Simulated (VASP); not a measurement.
A run of VASP 6.6.1 is set up as follows.

File INCAR:

```
PREC = Accurate
ENCUT = 600
EDIFF = 1E-7
ISMEAR = 0
SIGMA = 0.1
LREAL = False
LASPH = True
NELM = 100
ALGO = Normal
ISIF = 3
LWAVE = False
LCHARG = False
GGA = PE
IBRION = 2
NSW = 100
EDIFFG = -0.01
```

Contents of KPOINTS:

```
Automatic mesh
0
Gamma
  8 8 8
```

POSCAR

```
Be3TeF4
1.0
    4.8463530461      0.0000000000      0.0000000000
    0.0000000000      4.8463530461      0.0000000000
    0.0000000000      0.0000000000      4.8463530461
Be Te F
3 1 4
Direct
    0.5000000000      0.0000000000      0.0000000000
    0.0000000000      0.5000000000      0.0000000000
    0.0000000000      0.0000000000      0.5000000000
    0.5000000000      0.5000000000      0.5000000000
    0.0000000000      0.0000000000      0.0000000000
    0.0000000000      0.5000000000      0.5000000000
    0.5000000000      0.0000000000      0.5000000000
    0.5000000000      0.5000000000      0.0000000000
```

Potentials or basis: VASP PAW PBE potentials, release 64 (Be, Te, F).

Command:

```bash
$ cat potpaw_PBE.64/Be/POTCAR potpaw_PBE.64/Te/POTCAR potpaw_PBE.64/F/POTCAR > POTCAR
$ mpirun -np 1 vasp_std > vasp.out
```

Task: Estimate the relaxed volume.

Result: 14.15 Å³/atom.

Task: Estimate the space group after relaxing (to 0.05 Å).

Result: Pm-3m (No. 221).

Task: Predict the relaxed cell.

Result: a = 4.838 Å, b = 4.838 Å, c = 4.838 Å, α = 90.00°, β = 90.00°, γ = 90.00°.

Task: What does it give for the band gap on the k mesh?

Result: Zero (band 20 reaches 5.43 eV, above the bottom of band 21 at 4.50 eV).

Step by step:
```tsv
step	energy change (eV)	largest force (eV/Å)	pressure (GPa)	volume (Å³)
1	0.0000	0.0000	-0.42	113.83
2	-0.0010	0.0000	-0.09	113.21
```

Caveat: spin-orbit coupling is left out, which moves the levels of the heavy elements.
